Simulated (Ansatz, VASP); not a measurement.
## Two plane-wave programs on V

```
V
1.0
     2.62394    0.00000    0.00000
    -1.31197    2.27240    0.00000
     0.00000    0.00000   13.94451
V
6
Direct
  0.00000 0.00000 0.00000
  0.33333 0.66667 0.16693
  0.66667 0.33333 0.33307
  0.00000 0.00000 0.50000
  0.66667 0.33333 0.66693
  0.33333 0.66667 0.83307
```

Alike in both runs: functional PBE; k mesh 18 × 18 × 4; occupations gaussian, width 0.1 eV; no spin polarisation.

Ansatz relaxed the structure, and its values are those at the end. VASP's run is a single point on that final structure, the one shown.

|  | VASP | Ansatz |
| --- | --- | --- |
| version | VASP 6.6.1 | Ansatz 0.2.0 |
| potentials or method | VASP PAW PBE potentials, release 64 (V_sv), cutoff 520 eV | scalar-relativistic, plane waves, PAW |
| valence electrons in the cell | 78 | 78 |

Ansatz gave:

| Quantity | Value |
| --- | --- |
| gap on the k mesh at the Fermi level (eV) | none |
| pressure (GPa) | 0.0 |

Task: Which values does VASP return?

Result: gap on the k mesh at the Fermi level (eV): none; pressure (GPa): 0.2.

A gap of «none» marks a metal or a gap that the smearing closes.
